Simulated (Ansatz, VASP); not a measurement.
# GaN: VASP beside Ansatz

The input INCAR:

```
SYSTEM = GaN
PREC     = Accurate       ! precision mode
ENCUT    = 520            ! plane-wave cutoff, eV
EDIFF    = 1E-6           ! SCF threshold, eV
ISMEAR   = 0              ! smearing method
SIGMA    = 0.01           ! smearing width, eV
LREAL    = .False.        ! projectors in reciprocal space
LASPH    = .True.         ! aspherical terms in the spheres
NELM     = 100            ! most SCF steps
ALGO     = Normal         ! electronic algorithm
ISIF     = 2              ! what is computed and relaxed
LWAVE    = .False.        ! write WAVECAR
LCHARG   = .True.         ! write CHGCAR
GGA      = PS             ! functional
LELF     = .True.         ! ELF
LVHAR    = .True.       
NBANDS   = 46             ! bands
```

The input KPOINTS:

```
Automatic mesh
0
Gamma
  12 12 4
  0 0 0
```

Contents of POSCAR:

```
GaN
1.0
    3.2115377864      0.0000000000      0.0000000000
   -1.6057688932      2.7812733083      0.0000000000
    0.0000000000      0.0000000000     10.3568400000
Ga N
4 4
Direct
    0.0000000000      0.0000000000      0.7858680000
    0.6666666667      0.3333333333      0.0373490000
    0.3333333333      0.6666666667      0.5373490000
    0.0000000000      0.0000000000      0.2858680000
    0.0000000000      0.0000000000      0.0930380000
    0.6666666667      0.3333333333      0.3437450000
    0.0000000000      0.0000000000      0.5930380000
    0.3333333333      0.6666666667      0.8437450000
```

Contents of input.yaml:

```yaml
crystal:
  lattice:
    - [3.2115377864, 0.0, 0.0]
    - [-1.6057688932, 2.7812733083, 0.0]
    - [0.0, 0.0, 10.35684]
  atoms:
    - { symbol: Ga, position: [0.0, 0.0, 0.785868] }
    - { symbol: Ga, position: [0.6666666667, 0.3333333333, 0.037349] }
    - { symbol: Ga, position: [0.3333333333, 0.6666666667, 0.537349] }
    - { symbol: Ga, position: [0.0, 0.0, 0.285868] }
    - { symbol: "N", position: [0.0, 0.0, 0.093038] }
    - { symbol: "N", position: [0.6666666667, 0.3333333333, 0.343745] }
    - { symbol: "N", position: [0.0, 0.0, 0.593038] }
    - { symbol: "N", position: [0.3333333333, 0.6666666667, 0.843745] }
kpoints:
  mp_grid: { grid: [12, 12, 4] }
  band_path:
    path:
      - [0.0, 0.0, 0.0]
      - [0.5, 0.0, 0.0]
      - [0.3333333333, 0.3333333333, 0.0]
      - [0.0, 0.0, 0.5]
      - [0.5, 0.0, 0.5]
      - [0.3333333333, 0.3333333333, 0.5]
    npoints: 1
hamiltonian:
  xc: pbesol
scf:
  occupations: { method: fixed }
  n_extra_bands: 6
output:
  forces: true
  stress: true
  eigenvalues: true
  write_density: true
  write_potential: true
  elf: true
  volumetric_format: npy
```

Alike in both runs: functional PBEsol; k mesh 12 × 12 × 4; no spin polarisation.

|  | VASP | Ansatz |
| --- | --- | --- |
| version | VASP 6.6.1 | Ansatz 0.2.0 |
| potentials or method | VASP PAW PBE potentials, release 64 (Ga_d, N) | Ansatz PAW |
| plane-wave cutoff (eV) | 520 | 420 |
| occupations | gaussian, width 0.01 eV | fixed |
| valence electrons in the cell | 72 | 72 |
| task | single point | band structure |

```csv
,VASP,Ansatz,Ansatz less VASP
gap on the k mesh at the Fermi level (eV),0.79,0.78,-0.010
least direct gap on the mesh (eV),0.79,0.78,-0.010
pressure (GPa),-6.2,-6.1,+0.19
"traceless stress, the component that is largest in VASP (GPa)",5.69,5.65,-0.044
rms of the force components (eV/Å),0.093,0.094,+0.0012
```

VASP's potentials were made for PBE, not for PBEsol. Atom by atom the forces differ by 0.008 eV/Å (rms over components).
